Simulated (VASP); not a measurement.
# Li in VASP: single point with PBE

Aim: the single point of Li with PBE.

Everything below comes from runs of VASP 6.6.1. Logs are shortened: lines on timing, memory, paths and dates and some standing lists are left out, and cuts for length are marked.

### 1 The cell of the first run

The cell holds a slab with vacuum, 8 atoms: a = 3.031 Å, b = 4.950 Å, c = 27.002 Å, α = 90.00°, β = 90.00°, γ = 90.00°.

### 2 Single point, PBE

File INCAR:

```
ALGO     = Normal         # electronic algorithm
DIPOL    = 0.5 0.5 0.497
EDIFF    = 1E-7           # SCF threshold, eV
ENCUT    = 520            # plane-wave cutoff, eV
GGA      = PE             # functional
IDIPOL   = 3            
ISIF     = 2              # what is computed and relaxed
ISMEAR   = 0              # smearing method
LASPH    = T              # aspherical terms in the spheres
LCHARG   = F              # write CHGCAR
LDIPOL   = T            
LREAL    = F              # projectors in reciprocal space
LWAVE    = F              # write WAVECAR
NBANDS   = 22             # bands
NELM     = 60             # most SCF steps
PREC     = Accurate       # precision mode
SIGMA    = 0.1            # smearing width, eV
```

File KPOINTS:

```
k-points
0
Gamma
  8 5 1
```

File POSCAR:

```
Li
1.0
    3.0310889100      0.0000000000      0.0000000000
    0.0000000000      4.9497474700      0.0000000000
    0.0000000000      0.0000000000     27.0020831110
Li
8
Direct
    0.3333333300      0.5000000000      0.3147905280
    0.6666666700      0.0000000000      0.3677075200
    0.0000000000      0.5000000000      0.4206245120
    0.3333333300      0.0000000000      0.4735415040
    0.6407387771      0.5000000000      0.5228753561
   -0.0183960213      0.0000000000      0.5748316969
    0.2329473465      0.5000000000      0.6258837238
    0.6532227371      0.0000000000      0.6740751821
```

Potentials or basis: VASP PAW PBE potentials, release 64 (Li_sv).

Launch:

```console
$ cat potpaw_PBE.64/Li_sv/POTCAR > POTCAR
$ mpirun -np 1 vasp_std > vasp.out
```

OUTCAR:

```text
EDIFF = 1E-7
   ENCUT = 520
   GGA = PE
   ISIF = 2
   ISMEAR = 0
   LASPH = T
   LREAL = F
   NELM = 60
   PREC = Accurate

 ion  position               nearest neighbor table
   1  0.333  0.500  0.315-
   2  0.667  0.000  0.368-
   3  0.000  0.500  0.421-
   4  0.333  0.000  0.474-
   5  0.641  0.500  0.523-
   6  0.982  0.000  0.575-
   7  0.233  0.500  0.626-
   8  0.653  0.000  0.674-

  LATTYP: Found a simple orthorhombic cell.
 ALAT       =     3.0310889100
 B/A-ratio  =     1.6329931642
 C/A-ratio  =     8.9083771254

  Lattice vectors:

 A1 = (   3.0310889100,   0.0000000000,   0.0000000000)
 A2 = (   0.0000000000,   4.9497474700,   0.0000000000)
 A3 = (   0.0000000000,   0.0000000000,  27.0020831110)

Analysis of symmetry for initial positions (statically):
=====================================================================
 Subroutine PRICEL returns:
 Original cell was already a primitive cell.

 Routine SETGRP: Setting up the symmetry group for a
 simple orthorhombic supercell.

 Subroutine GETGRP returns: Found  2 space group operations
 (whereof  2 operations were pure point group operations)
 out of a pool of  8 trial point group operations.

The static configuration has the point symmetry C_1h.

Analysis of symmetry for dynamics (positions and initial velocities):
=====================================================================
 Subroutine PRICEL returns:
 Original cell was already a primitive cell.

 Routine SETGRP: Setting up the symmetry group for a
 simple orthorhombic supercell.

 Subroutine GETGRP returns: Found  2 space group operations
 (whereof  2 operations were pure point group operations)
 out of a pool of  8 trial point group operations.

The dynamic configuration has the point symmetry C_1h.

 Subroutine INISYM returns: Found  2 space group operations
 (whereof  2 operations are pure point group operations),
 and found     1 'primitive' translations

----------------------------------------------------------------------------------------
[... 100 lines left out ...]
   NFREE  =      0    steps in history (QN), initial steepest desc. (CG)
   ISIF   =      2    stress and relaxation
   ISYM   =      2    0-nonsym 1-usesym 2-fastsym
   POTIM  = 0.5000    time-step for ionic-motion
   TEBEG  =    0.0;   TEEND  =   0.0 temperature during run
   PSTRESS=    0.0 pullay stress
   NELECT =      24.0000    total number of electrons
   NUPDOWN=      -1.0000    fix difference up-down
   EMIN   =  10.00;   EMAX   =-10.00  energy-range for DOS
   EFERMI =   0.00;   METHOD = LEGACY
   ISMEAR =     0;   SIGMA  =   0.10  broadening in eV -4-tet -1-fermi 0-gaus
   EFERMI_NEDOS =   21; number of points for ismear=-14 and -15
   IALGO  =     38    algorithm
   IMIX   =      4    mixing-type and parameters
     AMIX     =   0.40;   BMIX     =  1.00
     AMIX_MAG =   1.60;   BMIX_MAG =  1.00
  volume/ion in A,a.u.               =      50.64       341.73
  Fermi-wavevector in a.u.,A,eV,Ry     =   0.638193  1.206010  5.541526  0.407291
  Thomas-Fermi vector in A             =   1.703452
   LORBIT       =      0    0 simple, 1 ext, 2 COOP (PROOUT), +10 PAW based schemes
   GGA     = PE    functional components
   LHFCALC =     F    Hartree Fock is set to
   AEXX    =    0.0000 exact exchange contribution
   IVDW    =     0    specifies the selected vdW correction
   LEPSILON=     F    determine dielectric tensor
   LRPA    =     F    only Hartree local field effects (RPA)
 non-spin polarized calculation
 Gauss-broadening in eV      SIGMA  =   0.10
  energy-cutoff  :      520.00
  volume of cell :      405.12
 maximum number of plane-waves:     10981
 NGX is ok and might be reduce to    24
   NGX = 11   NGY = 19   NGZ =101

 dipolmoment           0.000000      0.000000     -0.201002 electrons x Angstroem

 number of electron      24.0000033 magnetization

 dipolmoment           0.000000      0.000000      0.001798 electrons x Angstroem

 Free energy of the ion-electron system (eV)
  ---------------------------------------------------
  ext. energy  EPLUGINS =         0.00000000
  ---------------------------------------------------
  free energy    TOTEN  =       -14.22627932 eV

  energy without entropy =      -14.20280781  energy(sigma->0) =      -14.21454357

 E-fermi :  -1.4382     XC(G=0):  -3.5458

 val. band max:       -1.4402007681   @ k =   0.3750   0.4000   0.0000
 cond. band min:      -1.4285719172   @ k =   0.1250   0.4000   0.0000
 fundamental gap:      0.0116288509
 Fermi energy:        -1.4381547648

 k-point     1 :       0.0000    0.0000    0.0000
  band No.  band energies     occupation
      1     -48.8636      2.00000
      2     -48.7414      2.00000
      3     -48.2340      2.00000
      4     -48.1578      2.00000
      5     -48.0307      2.00000
      6     -47.9547      2.00000
[... 364 lines left out ...]
     21       2.3770      0.00000
     22       2.6660      0.00000

------------------------ aborting loop because EDIFF is reached ----------------------------------------

 vacuum level on the upper side and lower side of the slab       (xc-potential included)        -0.064        -0.092

  FORCE on cell =-STRESS in cart. coord.  units (eV):
  Direction    XX          YY          ZZ          XY          YZ          ZX
  --------------------------------------------------------------------------------------
  -------------------------------------------------------------------------------------
  Total       -0.3316752     -1.3353207     -0.4481615      0.0000000      0.0000000      0.0076793
  in kB       -1.3117306     -5.2810123     -1.7724180      0.0000000      0.0000000      0.0303705
  external PRESSURE =      -2.7883870 kB  Pullay stress =       0.0000000 kB

 VOLUME and BASIS-vectors are now :
 -----------------------------------------------------------------------------
  energy-cutoff  :      520.00
  volume of cell :      405.12
      direct lattice vectors                 reciprocal lattice vectors
     3.031088910  0.000000000  0.000000000     0.329914440  0.000000000  0.000000000
     0.000000000  4.949747470  0.000000000     0.000000000  0.202030509  0.000000000
     0.000000000  0.000000000 27.002083111     0.000000000  0.000000000  0.037034180

 POSITION                                       TOTAL-FORCE (eV/Angst)
 -----------------------------------------------------------------------------------
      1.01036      2.47487      8.50000        -0.045786      0.000000      0.090805
      2.02073      0.00000      9.92887         0.053754      0.000000      0.020964
      0.00000      2.47487     11.35774        -0.000182      0.000000     -0.093231
      1.01036      0.00000     12.78661         0.000316      0.000000     -0.017737
      1.94214      2.47487     14.11872         0.000299      0.000000      0.004791
      2.97533      0.00000     15.52165        -0.000888      0.000000     -0.001820
      0.70608      2.47487     16.90016        -0.002262      0.000000     -0.001426
      1.97998      0.00000     18.20143        -0.005251      0.000000     -0.002345
 -----------------------------------------------------------------------------------
    total drift:                               -0.000674     -0.000000     -0.000170

  FREE ENERGIE OF THE ION-ELECTRON SYSTEM (eV)
  ---------------------------------------------------
  free  energy   TOTEN  =       -14.2262793217 eV

  energy  without entropy=      -14.2028078084  energy(sigma->0) =      -14.21454357

 vacuum level on the upper side and lower side of the slab         1.483         1.455
```

OSZICAR:

```text
N       E                     dE             d eps       ncg     rms          rms(c)
DAV:   1     0.108891130498E+03    0.10889E+03   -0.11902E+04   820   0.914E+02
DAV:   2     0.181923392054E+02   -0.90699E+02   -0.87888E+02   796   0.239E+02
DAV:   3    -0.531164501147E+01   -0.23504E+02   -0.23304E+02  1234   0.649E+01
DAV:   4    -0.139863588079E+02   -0.86747E+01   -0.86187E+01  1168   0.604E+01
[... 17 lines left out ...]
DAV:  22    -0.142262704203E+02   -0.41104E-05   -0.25992E-07   804   0.114E-03    0.345E-04
DAV:  23    -0.142262781665E+02   -0.77462E-05   -0.69414E-07   648   0.117E-03    0.135E-04
DAV:  24    -0.142262791868E+02   -0.10203E-05   -0.87568E-08   726   0.620E-04    0.810E-05
DAV:  25    -0.142262792942E+02   -0.10736E-06   -0.68407E-09   664   0.352E-04    0.364E-05
DAV:  26    -0.142262793217E+02   -0.27508E-07   -0.18536E-09   612   0.230E-04
   1 F= -.14226279E+02 E0= -.14214544E+02  d E =-.234715E-01
```

Run time: 3.8 min. Hardware: 1 thread of AMD EPYC 7R43 (Zen 3), shared host; peak memory 0.46 GiB.

Results:

| Quantity | Value |
| --- | --- |
| Free energy | -14.2263 eV |
| Largest force | 0.102 eV/Å |
| Band gap on the k mesh | zero (band 12 reaches -0.65 eV, above the bottom of band 13 at -2.56 eV) |

Forces on the atoms (eV/Å):
```
Li  -0.046  0.000  0.091
Li   0.054  0.000  0.021
Li   0.000  0.000 -0.093
Li   0.000  0.000 -0.018
Li   0.000  0.000  0.005
Li  -0.001  0.000 -0.002
Li  -0.002  0.000 -0.001
Li  -0.005  0.000 -0.002
```

Levels at points of the mesh, in eV from the Fermi level:
```
           k point  band 9  band 10  band 11  band 12  band 13  band 14  band 15  band 16
(0.00, 0.00, 0.00)   -3.34    -2.88    -2.04    -1.02     0.02     0.38     0.99     1.03
(0.50, 0.00, 0.00)   -0.34    -0.27     0.00     0.15     0.52     1.24     2.39     3.23
```

Caveat: the cutoff is under 1.25 times the usual one of these potentials, so pressure, stress and relaxed cells hold a basis-set (Pulay) error.
